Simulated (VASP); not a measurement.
# MgO (ae) (Fm-3m) in VASP: notebook, part 2 of 2

VASP 6.6.1. The steps go on from the part before.

## (3) Single point, PBE (volume scaled by 0.91)

Input file INCAR:

```
SYSTEM = MgO
PREC = Accurate
ENCUT = 600
EDIFF = 1E-6
ISMEAR = 0
SIGMA = 0.02
LREAL = .FALSE.
LASPH = .TRUE.
NELM = 120
ALGO = Normal
ISIF = 2
LWAVE = .FALSE.
LCHARG = .FALSE.
GGA = PE
NBANDS = 11
GGA_COMPAT = .FALSE.
```

Input file KPOINTS:

```
regular mesh
0
G
  10 10 10
  0 0 0
```

Input file POSCAR:

```
MgO
1.0
    0.0000000000      2.0612936052      2.0612936052
    2.0612936052      0.0000000000      2.0612936052
    2.0612936052      2.0612936052      0.0000000000
Mg O
1 1
Direct
    0.0000000000      0.0000000000      0.0000000000
    0.5000000000      0.5000000000      0.5000000000
```

Potentials or basis: VASP PAW PBE potentials, release 64 (Mg, O).

The run is started by

```sh
cat potpaw_PBE.64/Mg/POTCAR potpaw_PBE.64/O/POTCAR > POTCAR
mpirun -np 1 vasp_std > vasp.out
```

OUTCAR:

```text
SYSTEM = MgO
   PREC = Accurate
   ENCUT = 600
   EDIFF = 1E-6
   ISMEAR = 0
   LREAL = .FALSE.
   LASPH = .TRUE.
   NELM = 120
   ISIF = 2
   GGA = PE

 ion  position               nearest neighbor table
   1  0.000  0.000  0.000-   2 2.06   2 2.06   2 2.06   2 2.06   2 2.06   2 2.06
   2  0.500  0.500  0.500-   1 2.06   1 2.06   1 2.06   1 2.06   1 2.06   1 2.06

  LATTYP: Found a face centered cubic cell.
 ALAT       =     4.1225872104

  Lattice vectors:

 A1 = (   0.0000000000,   2.0612936052,   2.0612936052)
 A2 = (   2.0612936052,   0.0000000000,   2.0612936052)
 A3 = (   2.0612936052,   2.0612936052,   0.0000000000)

Analysis of symmetry for initial positions (statically):
=====================================================================
 Subroutine PRICEL returns:
 Original cell was already a primitive cell.

 Routine SETGRP: Setting up the symmetry group for a
 face centered cubic supercell.

 Subroutine GETGRP returns: Found 48 space group operations
[... 9 lines left out ...]

 Routine SETGRP: Setting up the symmetry group for a
 face centered cubic supercell.

 Subroutine GETGRP returns: Found 48 space group operations
[... 11 lines left out ...]
                                     Primitive cell

  volume of cell :      17.5166

  direct lattice vectors                    reciprocal lattice vectors
     0.000000000  2.061293605  2.061293605    -0.242566124  0.242566124  0.242566124
     2.061293605  0.000000000  2.061293605     0.242566124 -0.242566124  0.242566124
     2.061293605  2.061293605  0.000000000     0.242566124  0.242566124 -0.242566124

  length of vectors
     2.915109373  2.915109373  2.915109373     0.420136851  0.420136851  0.420136851

  position of ions in fractional coordinates (direct lattice)
     0.000000000  0.000000000  0.000000000
     0.500000000  0.500000000  0.500000000

  ion indices of the primitive-cell ions
   primitive index   ion index
                 1           1
                 2           2

----------------------------------------------------------------------------------------

 KPOINTS: regular mesh

Automatic generation of k-mesh.
 Grid dimensions read from file:
 generate k-points for:   10   10   10

 Generating k-lattice:

  Cartesian coordinates                     Fractional coordinates (reciprocal lattice)
    -0.024256612  0.024256612  0.024256612     0.100000000  0.000000000  0.000000000
     0.024256612 -0.024256612  0.024256612     0.000000000  0.100000000  0.000000000
     0.024256612  0.024256612 -0.024256612     0.000000000  0.000000000  0.100000000

  Length of vectors
     0.042013685  0.042013685  0.042013685

  Shift w.r.t. Gamma in fractional coordinates (k-lattice)
     0.000000000  0.000000000  0.000000000

 Subroutine IBZKPT returns following result:
 ===========================================

 Found     47 irreducible k-points:

 Following reciprocal coordinates:
            Coordinates               Weight
  0.000000  0.000000  0.000000      1.000000
  0.100000  0.000000  0.000000      8.000000
  0.200000  0.000000  0.000000      8.000000
  0.300000  0.000000  0.000000      8.000000
  0.400000  0.000000  0.000000      8.000000
  0.500000  0.000000  0.000000      4.000000
[... 16 lines left out ...]
  0.300000  0.300000  0.000000      6.000000
  0.400000  0.300000  0.000000     24.000000
 [... further k-points ...]
   k-points           NKPTS =     47   k-points in BZ     NKDIM =     47   number of bands    NBANDS=     11
   number of dos      NEDOS =    301   number of ions     NIONS =      2
   total plane-waves  NPLWV =  13824
   dimension x,y,z NGX =    24 NGY =   24 NGZ =   24
   dimension x,y,z NGXF=    48 NGYF=   48 NGZF=   48
   ions per type =               1   1
   NGX,Y,Z   is equivalent  to a cutoff of  13.69, 13.69, 13.69 a.u.
   NGXF,Y,Z  is equivalent  to a cutoff of  27.37, 27.37, 27.37 a.u.
 SYSTEM =  MgO
   PREC   = accura    normal or accurate (medium, high low for compatibility)
   ISTART =      0    job   : 0-new  1-cont  2-samecut
   ICHARG =      2    charge: 1-file 2-atom 10-const
   ISPIN  =      1    spin polarized calculation?
   LNONCOLLINEAR =      F non collinear calculations
   LSORBIT =      F    spin-orbit coupling
   LASPH  =      T    aspherical Exc in radial PAW
   ENCUT  =  600.0 eV  44.10 Ry    6.64 a.u.   5.82  5.82  5.82*2*pi/ulx,y,z
   NELM   =    120;   NELMIN=  2; NELMDL= -5     # of ELM steps
   EDIFF  = 0.1E-05   stopping-criterion for ELM
   LREAL  =      F    real-space projection
   EDIFFG = 0.1E-04   stopping-criterion for IOM
   NSW    =      0    number of steps for IOM
   IBRION =     -1    ionic relax: 0-MD 1-quasi-New 2-CG
   NFREE  =      0    steps in history (QN), initial steepest desc. (CG)
   ISIF   =      2    stress and relaxation
   ISYM   =      2    0-nonsym 1-usesym 2-fastsym
   POTIM  = 0.5000    time-step for ionic-motion
   TEBEG  =    0.0;   TEEND  =   0.0 temperature during run
   PSTRESS=    0.0 pullay stress
   NELECT =       8.0000    total number of electrons
   NUPDOWN=      -1.0000    fix difference up-down
   EMIN   =  10.00;   EMAX   =-10.00  energy-range for DOS
   EFERMI =   0.00;   METHOD = LEGACY
   ISMEAR =     0;   SIGMA  =   0.02  broadening in eV -4-tet -1-fermi 0-gaus
   EFERMI_NEDOS =   21; number of points for ismear=-14 and -15
   IALGO  =     38    algorithm
   IMIX   =      4    mixing-type and parameters
     AMIX     =   0.40;   BMIX     =  1.00
     AMIX_MAG =   1.60;   BMIX_MAG =  1.00
  volume/ion in A,a.u.               =       8.76        59.10
  Fermi-wavevector in a.u.,A,eV,Ry     =   1.260729  2.382432 21.625601  1.589437
  Thomas-Fermi vector in A             =   2.394224
   LORBIT       =      0    0 simple, 1 ext, 2 COOP (PROOUT), +10 PAW based schemes
   GGA     = PE    functional components
   LHFCALC =     F    Hartree Fock is set to
   AEXX    =    0.0000 exact exchange contribution
   IVDW    =     0    specifies the selected vdW correction
   LEPSILON=     F    determine dielectric tensor
   LRPA    =     F    only Hartree local field effects (RPA)
 non-spin polarized calculation
 Gauss-broadening in eV      SIGMA  =   0.02
  energy-cutoff  :      600.00
  volume of cell :       17.52
 maximum number of plane-waves:       598
   NGX = 11   NGY = 11   NGZ = 11

 number of electron       7.9999997 magnetization

 Free energy of the ion-electron system (eV)
  ---------------------------------------------------
  ext. energy  EPLUGINS =         0.00000000
  ---------------------------------------------------
  free energy    TOTEN  =       -11.83645390 eV

  energy without entropy =      -11.83645390  energy(sigma->0) =      -11.83645390

 E-fermi :   3.8348     XC(G=0): -11.3875

 val. band max:        3.6859182266   @ k =   0.0000   0.0000   0.0000
 cond. band min:       9.0667097643   @ k =   0.0000   0.0000   0.0000
 fundamental gap:      5.3807915377
 Fermi energy:         3.8347971322

 k-point     1 :       0.0000    0.0000    0.0000
  band No.  band energies     occupation
      1     -13.9202      2.00000
      2       3.6859      2.00000
      3       3.6859      2.00000
      4       3.6859      2.00000
      5       9.0667      0.00000
      6      19.8518      0.00000
      7      19.8518      0.00000
      8      19.8518      0.00000
      9      23.9411      0.00000
     10      25.7932      0.00000
     11      25.7932      0.00000

 k-point     2 :       0.1000    0.0000    0.0000
  band No.  band energies     occupation
      1     -13.8024      2.00000
      2       3.0212      2.00000
      3       3.6101      2.00000
      4       3.6101      2.00000
      5       9.6876      0.00000
      6      18.5833      0.00000
      7      20.1166      0.00000
      8      20.1166      0.00000
      9      25.1547      0.00000
     10      25.1547      0.00000
     11      25.7176      0.00000
[... 295 lines left out ...]
 k-point    24 :       0.4000    0.3000    0.0000
  band No.  band energies     occupation
      1     -12.5304      2.00000
      2      -0.1043      2.00000
      3       2.2873      2.00000
      4       2.5226      2.00000
      5      13.7658      0.00000
      6      14.2208      0.00000
      7      17.9935      0.00000
      8      22.7295      0.00000
      9      22.9486      0.00000
     10      29.3790      0.00000
     11      31.9912      0.00000

 [... further k-points ...]
[... 5 lines left out ...]
  --------------------------------------------------------------------------------------
  -------------------------------------------------------------------------------------
  Total        1.7525033      1.7525033      1.7525033      0.0000000     -0.0000000      0.0000000
  in kB      160.2949591    160.2949591    160.2949591      0.0000000     -0.0000000      0.0000000
  external PRESSURE =     160.2949591 kB  Pullay stress =       0.0000000 kB

 VOLUME and BASIS-vectors are now :
 -----------------------------------------------------------------------------
  energy-cutoff  :      600.00
  volume of cell :       17.52
      direct lattice vectors                 reciprocal lattice vectors
     0.000000000  2.061293605  2.061293605    -0.242566124  0.242566124  0.242566124
     2.061293605  0.000000000  2.061293605     0.242566124 -0.242566124  0.242566124
     2.061293605  2.061293605  0.000000000     0.242566124  0.242566124 -0.242566124

 POSITION                                       TOTAL-FORCE (eV/Angst)
 -----------------------------------------------------------------------------------
      0.00000      0.00000      0.00000         0.000000      0.000000      0.000000
      2.06129      2.06129      2.06129        -0.000000     -0.000000     -0.000000
 -----------------------------------------------------------------------------------
    total drift:                               -0.000000     -0.000000      0.000000

  FREE ENERGIE OF THE ION-ELECTRON SYSTEM (eV)
  ---------------------------------------------------
  free  energy   TOTEN  =       -11.8364539035 eV

  energy  without entropy=      -11.8364539035  energy(sigma->0) =      -11.83645390
```

OSZICAR:

```text
N       E                     dE             d eps       ncg     rms          rms(c)
DAV:   1     0.206246102309E+02    0.20625E+02   -0.50748E+03  1154   0.738E+02
DAV:   2    -0.126749622720E+02   -0.33300E+02   -0.32639E+02  1199   0.153E+02
DAV:   3    -0.134123574558E+02   -0.73740E+00   -0.73693E+00  1239   0.205E+01
DAV:   4    -0.134142084915E+02   -0.18510E-02   -0.18510E-02  1136   0.115E+00
DAV:   5    -0.134142143508E+02   -0.58593E-05   -0.58592E-05  1175   0.626E-02    0.729E+00
DAV:   6    -0.118514824875E+02    0.15627E+01   -0.83204E+00  1061   0.164E+01    0.213E+00
DAV:   7    -0.118416063104E+02    0.98762E-02   -0.49143E-02  1145   0.205E+00    0.133E+00
DAV:   8    -0.118367320815E+02    0.48742E-02   -0.23623E-02  1082   0.177E+00    0.211E-01
DAV:   9    -0.118364439211E+02    0.28816E-03   -0.45429E-04  1193   0.149E-01    0.120E-01
DAV:  10    -0.118364528029E+02   -0.88818E-05   -0.44124E-04  1130   0.158E-01    0.106E-02
DAV:  11    -0.118364540372E+02   -0.12343E-05   -0.28210E-06  1202   0.145E-02    0.466E-03
DAV:  12    -0.118364539035E+02    0.13369E-06   -0.52331E-07   637   0.587E-03
   1 F= -.11836454E+02 E0= -.11836454E+02  d E =-.291252E-28
```

stdout:

```text
POSCAR found type information on POSCAR MgO
 POSCAR found :  2 types and       2 ions
 scaLAPACK will be used
 LDA part: xc-table for (Slater+PW92), standard interpolation
 POSCAR, INCAR and KPOINTS ok, starting setup
 FFT: planning ... GRIDC
 FFT: planning ... GRID_SOFT
 FFT: planning ... GRID
 WAVECAR not read
 entering main loop
```

Wall time 14 s (1 thread of AMD EPYC 7R43 (Zen 3), shared host); peak memory 0.11 GiB.

What came out:

```yaml
Free_energy: -11.8365 eV
Pressure: 16.0 GPa
Band_gap_on_the_k_mesh: 5.38 eV, direct
```

Caveat: the cell differs from its parent crystal (volume scaled by 0.91).

## (4) Single point, PBE

This run uses another cell than the first one, of 9.62 Å³/atom, 1.064 times its volume.

Input file INCAR:

```
ALGO     = Normal         # electronic algorithm
EDIFF    = 1E-6           # SCF threshold, eV
ENCUT    = 600            # plane-wave cutoff, eV
GGA      = PE             # functional
GGA_COMPAT= F            
ISIF     = 2              # what is computed and relaxed
ISMEAR   = 0              # smearing method
LASPH    = T              # aspherical terms in the spheres
LCHARG   = F              # write CHGCAR
LREAL    = F              # projectors in reciprocal space
LWAVE    = F              # write WAVECAR
NBANDS   = 11             # bands
NELM     = 120            # most SCF steps
PREC     = Accurate       # precision mode
SIGMA    = 0.02           # smearing width, eV
```

Input file KPOINTS:

```
k-points
0
Gamma
  10 10 10
```

Input file POSCAR:

```
MgO
1.0
    0.0000000000      2.1271235958      2.1271235958
    2.1271235958      0.0000000000      2.1271235958
    2.1271235958      2.1271235958      0.0000000000
Mg O
1 1
Direct
    0.0000000000      0.0000000000      0.0000000000
    0.5000000000      0.5000000000      0.5000000000
```

Potentials or basis: VASP PAW PBE potentials, release 64 (Mg, O).

The run is started by

```sh
cat potpaw_PBE.64/Mg/POTCAR potpaw_PBE.64/O/POTCAR > POTCAR
mpirun -np 1 vasp_std > vasp.out
```

OUTCAR:

```text
EDIFF = 1E-6
   ENCUT = 600
   GGA = PE
   ISIF = 2
   ISMEAR = 0
   LASPH = T
   LREAL = F
   NELM = 120
   PREC = Accurate

 ion  position               nearest neighbor table
   1  0.000  0.000  0.000-   2 2.13   2 2.13   2 2.13   2 2.13   2 2.13   2 2.13
   2  0.500  0.500  0.500-   1 2.13   1 2.13   1 2.13   1 2.13   1 2.13   1 2.13

  LATTYP: Found a face centered cubic cell.
 ALAT       =     4.2542471916

  Lattice vectors:

 A1 = (   0.0000000000,   2.1271235958,   2.1271235958)
 A2 = (   2.1271235958,   0.0000000000,   2.1271235958)
[... 512 lines left out ...]
      6      13.0481      0.00000
      7      16.2509      0.00000
      8      20.7521      0.00000
      9      20.9534      0.00000
     10      27.4859      0.00000
     11      29.3466      0.00000

 [... further k-points ...]
[... 5 lines left out ...]
  --------------------------------------------------------------------------------------
  -------------------------------------------------------------------------------------
  Total       -0.1294087     -0.1294087     -0.1294087      0.0000000      0.0000000     -0.0000000
  in kB      -10.7712438    -10.7712438    -10.7712438      0.0000000      0.0000000     -0.0000000
  external PRESSURE =     -10.7712438 kB  Pullay stress =       0.0000000 kB

 VOLUME and BASIS-vectors are now :
 -----------------------------------------------------------------------------
  energy-cutoff  :      600.00
  volume of cell :       19.25
      direct lattice vectors                 reciprocal lattice vectors
     0.000000000  2.127123596  2.127123596    -0.235059214  0.235059214  0.235059214
     2.127123596  0.000000000  2.127123596     0.235059214 -0.235059214  0.235059214
     2.127123596  2.127123596  0.000000000     0.235059214  0.235059214 -0.235059214

 POSITION                                       TOTAL-FORCE (eV/Angst)
 -----------------------------------------------------------------------------------
      0.00000      0.00000      0.00000         0.000000     -0.000000      0.000000
      2.12712      2.12712      2.12712        -0.000000      0.000000     -0.000000
 -----------------------------------------------------------------------------------
    total drift:                               -0.000000     -0.000000      0.000000

  FREE ENERGIE OF THE ION-ELECTRON SYSTEM (eV)
  ---------------------------------------------------
  free  energy   TOTEN  =       -11.9148143074 eV

  energy  without entropy=      -11.9148143074  energy(sigma->0) =      -11.91481431
```

stdout:

```text
POSCAR found type information on POSCAR MgO
 POSCAR found :  2 types and       2 ions
 scaLAPACK will be used
 LDA part: xc-table for (Slater+PW92), standard interpolation
 POSCAR, INCAR and KPOINTS ok, starting setup
 FFT: planning ... GRIDC
 FFT: planning ... GRID_SOFT
 FFT: planning ... GRID
 WAVECAR not read
 entering main loop
```

Wall time 13 s (1 thread of AMD EPYC 7R43 (Zen 3), shared host); peak memory 0.11 GiB.

What came out:

| Item | Value |
| --- | --- |
| Free energy | -11.9148 eV |
| Pressure | -1.1 GPa |
| Band gap on the k mesh | 4.44 eV, direct |

Levels at points of the mesh, in eV from the valence-band top:
```tsv
k point	band 2	band 3	band 4	band 5	band 6	band 7
(0.00, 0.00, 0.00)	0.00	0.00	0.00	4.44	15.63	15.63
(0.50, 0.00, 0.00)	-4.49	-0.62	-0.62	7.71	12.27	16.01
(0.50, 0.50, 0.00)	-3.96	-1.31	-1.31	9.08	9.65	12.78
```

## (5) Overview

```tsv
cell	gap on the mesh (eV)	pressure (GPa)
a = 2.947 Å, angles 60.0°, 2 atoms	5.05	9.4
a = 2.915 Å, angles 60.0°, 2 atoms	5.38	16.0
a = 3.008 Å, angles 60.0°, 2 atoms	4.44	-1.1
```

Alike in all rows: task single point; level PBE; potentials or basis VASP PAW PBE potentials, release 64 (Mg, O); no spin polarisation; k mesh 10 × 10 × 10; cutoff (eV) 600; smearing gaussian 0.02 eV.

Total energies depend on the potentials used, so only differences within one code and one set of settings carry meaning.

## (6) Comparison with measurements

Step 4. Against the measured gap of MgO, 7.83 eV (quoted in “Electronic structure of alkaline earth and post-transition metal oxides”, 2009, arxiv:0908.1581), the calculated 4.44 eV is off by -3.39 eV. The value is that of PBE, without temperature or zero-point motion. Semilocal functionals fall short of measured gaps as a rule.
